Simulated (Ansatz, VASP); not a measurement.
**Two plane-wave programs on Ga3SbAs2**

INCAR

```
SYSTEM = Ga3SbAs2
  PREC = Accurate
  ENCUT = 520
  EDIFF = 1E-6
  ISMEAR = -1
  SIGMA = 0.02
  LREAL = .FALSE.
  LASPH = .TRUE.
  NELM = 100
  ALGO = Normal
  ISIF = 2
  LWAVE = .FALSE.
  LCHARG = .TRUE.
  GGA = PE
  LELF = .TRUE.
  LVHAR = .TRUE.
  NBANDS = 36
```

The input KPOINTS:

```
regular mesh
0
G
  8 8 8
  0 0 0
```

The input POSCAR:

```
Ga3SbAs2
1.0
   -2.0611451799      6.1747134145      2.9075522872
    2.0611451799     -6.1747134145      2.9075522872
    2.0611451799      6.1747134145     -2.9075522872
As Ga Sb
2 3 1
Direct
    0.3317669972      0.0001508375      0.3316161597
    0.6685346779      0.0001508375      0.6683838403
    0.5632245786      0.7384477831      0.8247767955
    0.9136709876      0.7384477831      0.1752232045
    0.2734960246      0.7734960246      0.5000000000
   -0.0006932658     -0.0006932658      0.0000000000
```

Input for Ansatz:

```yaml
crystal:
  lattice:
    - [-2.0611451799, 6.1747134145, 2.9075522872]
    - [2.0611451799, -6.1747134145, 2.9075522872]
    - [2.0611451799, 6.1747134145, -2.9075522872]
  atoms:
    - { symbol: As, position: [0.3317669972, 0.0001508375, 0.3316161597] }
    - { symbol: Ga, position: [0.5632245786, 0.7384477831, 0.8247767955] }
    - { symbol: As, position: [0.6685346779, 0.0001508375, 0.6683838403] }
    - { symbol: Ga, position: [0.9136709876, 0.7384477831, 0.1752232045] }
    - { symbol: Sb, position: [-0.0006932658, -0.0006932658, 0.0] }
    - { symbol: Ga, position: [0.2734960246, 0.7734960246, 0.5] }
kpoints:
  mp_grid: { grid: [8, 8, 8] }
  band_path:
    path:
      - [[0.0, 0.0, 0.0], [0.5, -0.5, 0.5], [0.2778563085058, -0.2778563085058, 0.7221436914942]]
      - [[-0.2778563085058, 0.2778563085058, 0.2778563085058], [0.0, 0.0, 0.0], [0.305432116933, 0.305432116933, -0.305432116933]]
      - [[0.694567883067, -0.305432116933, 0.305432116933], [0.5, -0.5, 0.5]]
      - [[0.0, 0.0, 0.0], [-1.05244474501e-17, 0.5, 1.05244474501e-17], [0.25, 0.25, 0.25], [0.5, -1.05244474501e-17, 1.05244474501e-17], [0.0, 0.0, 0.0], [4.504358491011e-18, -4.504358491011e-18, 0.5], [0.25, 0.25, 0.25]]
    npoints: 10
hamiltonian:
  xc: pbe
scf:
  occupations: { method: fermi_dirac, width: 0.02 }
  n_extra_bands: 5
output:
  forces: true
  stress: true
  eigenvalues: true
```

Alike in both runs: task single point; functional PBE; k mesh 8 × 8 × 8; occupations fermi-dirac, width 0.02 eV; no spin polarisation.

```csv
,VASP,Ansatz
version,VASP 6.6.1,Ansatz 0.2.0
potentials or method,"VASP PAW PBE potentials, release 64 (As, Ga_d, Sb)","plane waves, PAW"
plane-wave cutoff (eV),520,420
valence electrons in the cell,54,84
```

Ansatz gave:

* pressure (GPa): 2.4
* rms of the force components (eV/Å): 0.012

Q: Estimate VASP's values.

A: Pressure (GPa): 2.6; rms of the force components (eV/Å): 0.012.

VASP's potentials hold 54 valence electrons a cell and Ansatz's 84, so a difference there can come from the potentials and not from the codes.

Spin-orbit coupling is off throughout.
